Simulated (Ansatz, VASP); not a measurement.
## InF: VASP beside Ansatz

```xyz
2
Lattice="0.0000 3.0045 3.0045 3.0045 0.0000 3.0045 3.0045 3.0045 0.0000" Properties=species:S:1:pos:R:3 pbc="T T T"
In    0.0000    0.0000    0.0000
F     1.5022    1.5022    1.5022
```

Alike in both runs: task electric field gradients; functional PBE; k mesh 13 × 13 × 13; occupations fermi-dirac, width 0.05 eV; no spin polarisation.

```csv
,VASP,Ansatz
version,VASP 6.6.1,Ansatz 0.2.0
potentials or method,"VASP PAW PBE potentials, release 64 (In_d, F), cutoff 520 eV","all-electron PAW with datasets made for the crystal, scalar-relativistic"
```

|  | VASP | Ansatz | Ansatz less VASP |
| --- | --- | --- | --- |
| gap on the k mesh at the Fermi level (eV) | 1.92 | 1.92 | +0.002 |
| pressure (GPa) | -0.1 | 0.0 | +0.12 |

Ansatz ran all-electron here, and VASP with PAW potentials.
